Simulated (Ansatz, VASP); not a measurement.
**Pt in VASP and in Ansatz**

File INCAR:

```
SYSTEM = Pt
  PREC = Accurate
  ENCUT = 520
  EDIFF = 1E-6
  ISMEAR = -1
  SIGMA = 0.05
  LREAL = .False.
  LASPH = .True.
  NELM = 100
  ALGO = Fast
  ISIF = 2
  LWAVE = .False.
  LCHARG = .False.
  GGA = PS
  NBANDS = 11
```

The input KPOINTS:

```
Automatic mesh
0
Gamma
  9 9 9
  0 0 0
```

POSCAR

```
Pt
1.0
   -1.5842200000      1.5842200000      1.5842200000
    1.5842200000     -1.5842200000      1.5842200000
    1.5842200000      1.5842200000     -1.5842200000
Pt
1
Direct
    0.0000000000      0.0000000000      0.0000000000
```

File input.yaml:

```yaml
crystal:
  lattice:
    - [-1.58422, 1.58422, 1.58422]
    - [1.58422, -1.58422, 1.58422]
    - [1.58422, 1.58422, -1.58422]
  atoms:
    - { symbol: Pt, position: [0.0, 0.0, 0.0] }
kpoints:
  mp_grid: { grid: [9, 9, 9] }
  band_path:
    path:
      - [0.0, 0.0, 0.0]
      - [0.5, -0.5, 0.5]
      - [0.0, 0.0, 0.5]
      - [0.0, 0.0, 0.0]
      - [0.25, 0.25, 0.25]
      - [0.5, -0.5, 0.5]
    npoints: 6
scf:
  occupations: { method: fermi_dirac, width: 0.05 }
hamiltonian:
  xc: pbesol
  pseudopotentials: { kind: all_electron, lapw: { basis_error: 0.001 } }
output:
  forces: true
  stress: true
  eigenvalues: true
```

Alike in both runs: functional PBEsol; k mesh 9 × 9 × 9; occupations fermi-dirac, width 0.05 eV; no spin polarisation.

|  | VASP | Ansatz |
| --- | --- | --- |
| version | VASP 6.6.1 | Ansatz 0.2.0 |
| potentials or method | VASP PAW PBE potentials, release 64 (Pt), cutoff 520 eV | all-electron LAPW, scalar-relativistic |
| task | single point | band structure |

VASP gave:

```
gap on the k mesh at the Fermi level (eV) : none
pressure (GPa)                            : -11.9
```

Q: What did Ansatz give for the same quantities?

A: gap on the k mesh at the Fermi level (eV): none; pressure (GPa): -11.6.

VASP's potentials were made for PBE, not for PBEsol. A gap of «none» marks a metal or a gap that the smearing closes. Ansatz ran all-electron here, and VASP with PAW potentials.

Spin-orbit coupling is off throughout. Noted on Ansatz's run: the k mesh is thin for a metal, which can move the energy by tens of meV per atom.
